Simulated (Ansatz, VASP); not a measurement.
## One calculation of MnO, two programs

The input INCAR:

```
SYSTEM = MnO
ALGO = Normal ; EDIFF = 1E-6
ENCUT = 520 ; GGA = PS
ISIF = 2 ; ISMEAR = -1
ISPIN = 2 ; LASPH = .True.
LCHARG = .False. ; LMAXMIX = 4
LORBIT = 11 ; LREAL = .False.
LWAVE = .False. ; MAGMOM = 5 0
NBANDS = 20 ; NELM = 150
PREC = Accurate ; SIGMA = 0.05
```

File KPOINTS:

```
k-points
0
Gamma
  10 10 10
  0 0 0
```

POSCAR

```
MnO
1.0
    0.0000000000      2.2220003300      2.2220003300
    2.2220003300      0.0000000000      2.2220003300
    2.2220003300      2.2220003300      0.0000000000
Mn O
1 1
Direct
    0.0000000000      0.0000000000      0.0000000000
    0.5000000000      0.5000000000      0.5000000000
```

The input input.yaml:

```yaml
crystal:
  lattice:
    - [0.0, 2.22200033, 2.22200033]
    - [2.22200033, 0.0, 2.22200033]
    - [2.22200033, 2.22200033, 0.0]
  atoms:
    - { symbol: Mn, position: [0.0, 0.0, 0.0], spin: 5.0 }
    - { symbol: O, position: [0.5, 0.5, 0.5] }
kpoints:
  mp_grid: { grid: [10, 10, 10] }
scf:
  occupations: { method: fermi_dirac, width: 0.05 }
hamiltonian:
  xc: pbesol
  pseudopotentials: { kind: all_electron, lapw: { basis_error: 0.001 } }
magnetization:
  spin_polarized: true
output:
  forces: true
  stress: true
  eigenvalues: true
  dos: { projected: false, de: 0.2, e_range: [-14, 10] }
```

Alike in both runs: functional PBEsol; k mesh 10 × 10 × 10; occupations fermi-dirac, width 0.05 eV; collinear spin.

|  | VASP | Ansatz |
| --- | --- | --- |
| version | VASP 6.6.1 | Ansatz 0.2.0 |
| potentials or method | VASP PAW PBE potentials, release 64 (Mn_pv, O), cutoff 520 eV | all-electron LAPW, scalar-relativistic |
| task | single point | density of states |

VASP gave:

```
gap on the k mesh at the Fermi level (eV)                     : none
pressure (GPa)                                                : -6.7
net moment per atom (μB)                                      : 2.38
size of the moment on the site where the two differ most (μB) : 0.20
```

Question: Estimate Ansatz's values.

Answer: gap on the k mesh at the Fermi level (eV): none; pressure (GPa): -6.9; net moment per atom (μB): 2.38; size of the moment on the site where the two differ most (μB): 0.23.

VASP's potentials were made for PBE, not for PBEsol. Site moments also hang on the region over which each program counts them. A gap of «none» marks a metal or a gap that the smearing closes. Ansatz ran all-electron here, and VASP with PAW potentials.
